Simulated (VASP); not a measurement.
# BeS (v.br) (F-43m) in VASP: notebook

Runs on BeS (v.br). Level: PBE. Tasks: single point.

All numbers are computed with VASP 6.6.1; they aren't measurements. Logs are shortened: lines on timing, memory, paths and dates and some standing lists are left out, and cuts for length are marked.

## (1) The cell of the first run

It takes space group F-43m (No. 216, cubic). The conventional cell has a = 4.840 Å, b = 4.840 Å, c = 4.840 Å, α = 90.00°, β = 90.00°, γ = 90.00°. Be (site symmetry -43m) has 4 S at 2.10 Å within 2.8 Å. S (site symmetry -43m) has 4 Be at 2.10 Å within 2.8 Å.

## (2) Single point, PBE

INCAR reads:

```
SYSTEM = BeS
PREC     = Accurate       ! precision mode
ENCUT    = 600            ! plane-wave cutoff, eV
EDIFF    = 1E-6           ! SCF threshold, eV
ISMEAR   = 0              ! smearing method
SIGMA    = 0.02           ! smearing width, eV
LREAL    = .False.        ! projectors in reciprocal space
LASPH    = .True.         ! aspherical terms in the spheres
NELM     = 120            ! most SCF steps
ALGO     = Normal         ! electronic algorithm
ISIF     = 2              ! what is computed and relaxed
LWAVE    = .False.        ! write WAVECAR
LCHARG   = .False.        ! write CHGCAR
GGA      = PE             ! functional
NBANDS   = 11             ! bands
GGA_COMPAT= .False.
```

KPOINTS reads:

```
Automatic mesh
0
Gamma
  8 8 8
  0 0 0
```

POSCAR reads:

```
BeS
1.0
    0.0000000000      2.4200000000      2.4200000000
    2.4200000000      0.0000000000      2.4200000000
    2.4200000000      2.4200000000      0.0000000000
Be S
1 1
Direct
    0.0000000000      0.0000000000      0.0000000000
    0.2500000000      0.2500000000      0.2500000000
```

Potentials or basis: VASP PAW PBE potentials, release 64 (Be, S).

Launch:

```
> cat potpaw_PBE.64/Be/POTCAR potpaw_PBE.64/S/POTCAR > POTCAR
> mpirun -np 1 vasp_std > vasp.out
```

OUTCAR:

```text
SYSTEM = BeS
   PREC = Accurate
   ENCUT = 600
   EDIFF = 1E-6
   ISMEAR = 0
   LREAL = .False.
   LASPH = .True.
   NELM = 120
   ISIF = 2
   GGA = PE

 ion  position               nearest neighbor table
   1  0.000  0.000  0.000-   2 2.10   2 2.10   2 2.10   2 2.10
   2  0.250  0.250  0.250-   1 2.10   1 2.10   1 2.10   1 2.10

  LATTYP: Found a face centered cubic cell.
 ALAT       =     4.8400000000

  Lattice vectors:

 A1 = (   0.0000000000,   2.4200000000,   2.4200000000)
 A2 = (   2.4200000000,   0.0000000000,   2.4200000000)
 A3 = (   2.4200000000,   2.4200000000,   0.0000000000)

Analysis of symmetry for initial positions (statically):
=====================================================================
 Subroutine PRICEL returns:
 Original cell was already a primitive cell.

 Routine SETGRP: Setting up the symmetry group for a
 face centered cubic supercell.

 Subroutine GETGRP returns: Found 24 space group operations
 (whereof 24 operations were pure point group operations)
 out of a pool of 48 trial point group operations.

The static configuration has the point symmetry T_d .

Analysis of symmetry for dynamics (positions and initial velocities):
=====================================================================
 Subroutine PRICEL returns:
 Original cell was already a primitive cell.

 Routine SETGRP: Setting up the symmetry group for a
 face centered cubic supercell.

 Subroutine GETGRP returns: Found 24 space group operations
 (whereof 24 operations were pure point group operations)
 out of a pool of 48 trial point group operations.

The dynamic configuration has the point symmetry T_d .

 Subroutine INISYM returns: Found 24 space group operations
 (whereof 24 operations are pure point group operations),
 and found     1 'primitive' translations

----------------------------------------------------------------------------------------

                                     Primitive cell

  volume of cell :      28.3450

  direct lattice vectors                    reciprocal lattice vectors
     0.000000000  2.420000000  2.420000000    -0.206611570  0.206611570  0.206611570
     2.420000000  0.000000000  2.420000000     0.206611570 -0.206611570  0.206611570
     2.420000000  2.420000000  0.000000000     0.206611570  0.206611570 -0.206611570

  length of vectors
     3.422396821  3.422396821  3.422396821     0.357861737  0.357861737  0.357861737

  position of ions in fractional coordinates (direct lattice)
     0.000000000  0.000000000  0.000000000
     0.250000000  0.250000000  0.250000000

  ion indices of the primitive-cell ions
   primitive index   ion index
                 1           1
                 2           2

----------------------------------------------------------------------------------------

 KPOINTS: Automatic mesh

Automatic generation of k-mesh.
 Grid dimensions read from file:
 generate k-points for:    8    8    8

 Generating k-lattice:

  Cartesian coordinates                     Fractional coordinates (reciprocal lattice)
    -0.025826446  0.025826446  0.025826446     0.125000000  0.000000000  0.000000000
     0.025826446 -0.025826446  0.025826446     0.000000000  0.125000000  0.000000000
     0.025826446  0.025826446 -0.025826446     0.000000000  0.000000000  0.125000000

  Length of vectors
     0.044732717  0.044732717  0.044732717

  Shift w.r.t. Gamma in fractional coordinates (k-lattice)
     0.000000000  0.000000000  0.000000000

 Subroutine IBZKPT returns following result:
 ===========================================

 Found     29 irreducible k-points:

 Following reciprocal coordinates:
            Coordinates               Weight
  0.000000  0.000000  0.000000      1.000000
  0.125000  0.000000  0.000000      8.000000
  0.250000  0.000000  0.000000      8.000000
  0.375000  0.000000  0.000000      8.000000
  0.500000  0.000000  0.000000      4.000000
  0.125000  0.125000  0.000000      6.000000
[... 16 lines left out ...]
  0.500000  0.250000  0.125000     48.000000
 -0.375000  0.250000  0.125000     24.000000
 [... further k-points ...]
   k-points           NKPTS =     29   k-points in BZ     NKDIM =     29   number of bands    NBANDS=     11
   number of dos      NEDOS =    301   number of ions     NIONS =      2
   total plane-waves  NPLWV =  21952
   dimension x,y,z NGX =    28 NGY =   28 NGZ =   28
   dimension x,y,z NGXF=    56 NGYF=   56 NGZF=   56
   ions per type =               1   1
   NGX,Y,Z   is equivalent  to a cutoff of  13.60, 13.60, 13.60 a.u.
   NGXF,Y,Z  is equivalent  to a cutoff of  27.20, 27.20, 27.20 a.u.
 SYSTEM =  BeS
   PREC   = accura    normal or accurate (medium, high low for compatibility)
   ISTART =      0    job   : 0-new  1-cont  2-samecut
   ICHARG =      2    charge: 1-file 2-atom 10-const
   ISPIN  =      1    spin polarized calculation?
   LNONCOLLINEAR =      F non collinear calculations
   LSORBIT =      F    spin-orbit coupling
   LASPH  =      T    aspherical Exc in radial PAW
   ENCUT  =  600.0 eV  44.10 Ry    6.64 a.u.   6.84  6.84  6.84*2*pi/ulx,y,z
   NELM   =    120;   NELMIN=  2; NELMDL= -5     # of ELM steps
   EDIFF  = 0.1E-05   stopping-criterion for ELM
   LREAL  =      F    real-space projection
   EDIFFG = 0.1E-04   stopping-criterion for IOM
   NSW    =      0    number of steps for IOM
   IBRION =     -1    ionic relax: 0-MD 1-quasi-New 2-CG
   NFREE  =      0    steps in history (QN), initial steepest desc. (CG)
   ISIF   =      2    stress and relaxation
   ISYM   =      2    0-nonsym 1-usesym 2-fastsym
   POTIM  = 0.5000    time-step for ionic-motion
   TEBEG  =    0.0;   TEEND  =   0.0 temperature during run
   PSTRESS=    0.0 pullay stress
   NELECT =       8.0000    total number of electrons
   NUPDOWN=      -1.0000    fix difference up-down
   EMIN   =  10.00;   EMAX   =-10.00  energy-range for DOS
   EFERMI =   0.00;   METHOD = LEGACY
   ISMEAR =     0;   SIGMA  =   0.02  broadening in eV -4-tet -1-fermi 0-gaus
   EFERMI_NEDOS =   21; number of points for ismear=-14 and -15
   IALGO  =     38    algorithm
   IMIX   =      4    mixing-type and parameters
     AMIX     =   0.40;   BMIX     =  1.00
     AMIX_MAG =   1.60;   BMIX_MAG =  1.00
  volume/ion in A,a.u.               =      14.17        95.64
  Fermi-wavevector in a.u.,A,eV,Ry     =   1.073856  2.029294 15.689791  1.153167
  Thomas-Fermi vector in A             =   2.209668
   LORBIT       =      0    0 simple, 1 ext, 2 COOP (PROOUT), +10 PAW based schemes
   GGA     = PE    functional components
   LHFCALC =     F    Hartree Fock is set to
   AEXX    =    0.0000 exact exchange contribution
   IVDW    =     0    specifies the selected vdW correction
   LEPSILON=     F    determine dielectric tensor
   LRPA    =     F    only Hartree local field effects (RPA)
 non-spin polarized calculation
 Gauss-broadening in eV      SIGMA  =   0.02
  energy-cutoff  :      600.00
  volume of cell :       28.34
 maximum number of plane-waves:       960
   NGX = 13   NGY = 13   NGZ = 13

 number of electron       7.9999999 magnetization

 Free energy of the ion-electron system (eV)
  ---------------------------------------------------
  ext. energy  EPLUGINS =         0.00000000
  ---------------------------------------------------
  free energy    TOTEN  =       -10.00912202 eV

  energy without entropy =      -10.00912202  energy(sigma->0) =      -10.00912202

 E-fermi :   4.3434     XC(G=0):  -9.7564

 val. band max:        4.2389768942   @ k =   0.0000   0.0000   0.0000
 cond. band min:       7.3359522598   @ k =   0.5000   0.5000   0.0000
 fundamental gap:      3.0969753656
 Fermi energy:         4.3434361037

 k-point     1 :       0.0000    0.0000    0.0000
  band No.  band energies     occupation
      1      -9.4953      2.00000
      2       4.2390      2.00000
      3       4.2390      2.00000
      4       4.2390      2.00000
      5       9.9060      0.00000
      6       9.9060      0.00000
      7       9.9060      0.00000
      8      10.1779      0.00000
      9      17.0646      0.00000
     10      17.0646      0.00000
     11      19.1601      0.00000

 k-point     2 :       0.1250    0.0000    0.0000
  band No.  band energies     occupation
      1      -9.3165      2.00000
      2       3.0307      2.00000
      3       4.0377      2.00000
      4       4.0377      2.00000
      5       9.8612      0.00000
      6      10.2653      0.00000
      7      10.2653      0.00000
      8      11.4467      0.00000
      9      16.3734      0.00000
     10      16.3734      0.00000
     11      18.9914      0.00000

 k-point     3 :       0.2500    0.0000    0.0000
  band No.  band energies     occupation
      1      -8.8234      2.00000
      2       0.9136      2.00000
      3       3.6368      2.00000
      4       3.6368      2.00000
      5       9.8148      0.00000
      6      10.8130      0.00000
      7      10.8130      0.00000
      8      13.5605      0.00000
      9      16.1361      0.00000
     10      16.1361      0.00000
     11      18.5375      0.00000

 k-point     4 :       0.3750    0.0000    0.0000
  band No.  band energies     occupation
      1      -8.1957      2.00000
      2      -0.8597      2.00000
      3       3.3140      2.00000
      4       3.3140      2.00000
      5       9.7640      0.00000
      6      10.8770      0.00000
      7      10.8770      0.00000
      8      15.0608      0.00000
      9      17.5010      0.00000
     10      17.5010      0.00000
     11      18.7218      0.00000
[... 239 lines left out ...]
 k-point    22 :       0.3750    0.2500    0.1250
  band No.  band energies     occupation
      1      -8.4202      2.00000
      2       0.6816      2.00000
      3       2.0752      2.00000
      4       3.1097      2.00000
      5       9.7706      0.00000
      6      11.5482      0.00000
      7      11.7659      0.00000
      8      12.8211      0.00000
      9      15.8964      0.00000
     10      18.6993      0.00000
     11      20.2462      0.00000

 k-point    23 :       0.5000    0.2500    0.1250
  band No.  band energies     occupation
      1      -7.8675      2.00000
      2      -0.4903      2.00000
      3       1.5379      2.00000
      4       2.6331      2.00000
      5      10.2434      0.00000
      6      11.0730      0.00000
      7      12.7389      0.00000
      8      13.5504      0.00000
      9      16.9165      0.00000
     10      18.6893      0.00000
     11      20.7757      0.00000

 k-point    24 :      -0.3750    0.2500    0.1250
  band No.  band energies     occupation
      1      -7.5890      2.00000
      2      -1.0513      2.00000
      3       1.4438      2.00000
      4       2.3849      2.00000
      5      10.3355      0.00000
      6      10.8461      0.00000
      7      13.4049      0.00000
      8      14.7878      0.00000
      9      15.7181      0.00000
     10      19.6042      0.00000
     11      20.2726      0.00000

 [... further k-points ...]
[... 5 lines left out ...]
  --------------------------------------------------------------------------------------
  -------------------------------------------------------------------------------------
  Total        0.3906065      0.3906065      0.3906065      0.0000000      0.0000000      0.0000000
  in kB       22.0787245     22.0787245     22.0787245      0.0000000      0.0000000      0.0000000
  external PRESSURE =      22.0787245 kB  Pullay stress =       0.0000000 kB

 VOLUME and BASIS-vectors are now :
 -----------------------------------------------------------------------------
  energy-cutoff  :      600.00
  volume of cell :       28.34
      direct lattice vectors                 reciprocal lattice vectors
     0.000000000  2.420000000  2.420000000    -0.206611570  0.206611570  0.206611570
     2.420000000  0.000000000  2.420000000     0.206611570 -0.206611570  0.206611570
     2.420000000  2.420000000  0.000000000     0.206611570  0.206611570 -0.206611570

 POSITION                                       TOTAL-FORCE (eV/Angst)
 -----------------------------------------------------------------------------------
      0.00000      0.00000      0.00000        -0.000000      0.000000      0.000000
      1.21000      1.21000      1.21000         0.000000     -0.000000     -0.000000
 -----------------------------------------------------------------------------------
    total drift:                               -0.000000     -0.000000      0.000000

  FREE ENERGIE OF THE ION-ELECTRON SYSTEM (eV)
  ---------------------------------------------------
  free  energy   TOTEN  =       -10.0091220172 eV

  energy  without entropy=      -10.0091220172  energy(sigma->0) =      -10.00912202
```

It took 6 s on 1 thread of AMD EPYC 9R45 (Zen 5), shared host; peak memory 0.12 GiB.

Results:

```yaml
Free_energy: -10.0091 eV
Pressure: 2.2 GPa
Band_gap_on_the_k_mesh: 3.10 eV, indirect (least direct gap 5.67 eV)
```

Levels at points of the mesh, in eV from the valence-band top:
| k point | band 1 | band 2 | band 3 | band 4 | band 5 | band 6 | band 7 | band 8 |
| --- | --- | --- | --- | --- | --- | --- | --- | --- |
| (0.00, 0.00, 0.00) | -13.73 | 0.00 | 0.00 | 0.00 | 5.67 | 5.67 | 5.67 | 5.94 |
| (0.50, 0.00, 0.00) | -12.11 | -5.83 | -1.04 | -1.04 | 5.50 | 6.56 | 6.56 | 11.24 |
| (0.50, 0.50, 0.00) | -11.56 | -5.05 | -2.66 | -2.66 | 3.10 | 4.91 | 12.83 | 12.83 |

A k mesh can miss the band edges.

## (3) Single point, PBE

INCAR reads:

```
ALGO = Normal ; EDIFF = 1E-6
ENCUT = 600 ; GGA = PE
GGA_COMPAT = F ; ISIF = 2
ISMEAR = 0 ; LASPH = T
LCHARG = F ; LREAL = F
LWAVE = F ; NBANDS = 11
NELM = 120 ; PREC = Accurate
SIGMA = 0.02
```

KPOINTS reads:

```
k-points
0
Gamma
  8 8 8
```

POSCAR is that of step 2.

Potentials or basis: VASP PAW PBE potentials, release 64 (Be, S).

Launch:

```
> cat potpaw_PBE.64/Be/POTCAR potpaw_PBE.64/S/POTCAR > POTCAR
> mpirun -np 1 vasp_std > vasp.out
```

Wall time 5.9 s (1 thread of AMD EPYC 9R45 (Zen 5), shared host); peak memory 0.12 GiB.

The run converged. Its results:

```yaml
Free_energy: -10.0091 eV
Pressure: 2.2 GPa
Band_gap_on_the_k_mesh: 3.10 eV, indirect (least direct gap 5.67 eV)
```

Levels at points of the mesh, in eV from the valence-band top:
```tsv
k point	band 2	band 3	band 4	band 5	band 6	band 7
(0.00, 0.00, 0.00)	0.00	0.00	0.00	5.67	5.67	5.67
(0.50, 0.00, 0.00)	-5.83	-1.04	-1.04	5.50	6.56	6.56
(0.50, 0.50, 0.00)	-5.05	-2.66	-2.66	3.10	4.91	12.83
```

A k mesh can miss the band edges. Expect the measured gap to be larger: semilocal functionals such as PBE lack the derivative discontinuity.
